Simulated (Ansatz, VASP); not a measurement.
**One calculation of AlPdC4N4, two programs**

```
CELL_PARAMETERS angstrom
5.86011 0.00000 0.00000
0.00000 5.86011 0.00000
0.00000 0.00000 5.86011
ATOMIC_POSITIONS crystal
Al 0.00000 0.00000 0.00000
Pd 0.50000 0.50000 0.50000
C 0.18473 0.18473 0.18473
C 0.18473 0.81527 0.81527
C 0.81527 0.18473 0.81527
C 0.81527 0.81527 0.18473
N 0.30000 0.30000 0.30000
N 0.30000 0.70000 0.70000
N 0.70000 0.30000 0.70000
N 0.70000 0.70000 0.30000
```

Alike in both runs: task single point; functional PBE; k mesh 4 × 4 × 4; occupations gaussian, width 0.1 eV; collinear spin.

```csv
,VASP,Ansatz
version,VASP 6.6.1,Ansatz 0.2.0
potentials or method,"VASP PAW PBE potentials, release 64 (Al, Pd, C, N), cutoff 520 eV","scalar-relativistic, plane waves, PAW"
valence electrons in the cell,49,57
```

```tsv
	VASP	Ansatz	Ansatz less VASP
gap on the k mesh at the Fermi level (eV)	none	none	-
pressure (GPa)	5.2	5.0	-0.27
rms of the force components (eV/Å)	0.661	0.855	+0.1941
net moment per atom (μB)	0.10	0.10	0.000
size of the moment on the site where the two differ most (μB)	0.74	0.60	-0.141
```

Site moments also hang on the region over which each program counts them. Atom by atom the forces differ by 0.202 eV/Å (rms over components). A gap of «none» marks a metal or a gap that the smearing closes. VASP's potentials hold 49 valence electrons a cell and Ansatz's 57, so a difference there can come from the potentials and not from the codes.

Noted on VASP's run: the standard files for N, O and F lose accuracy on very short bonds.
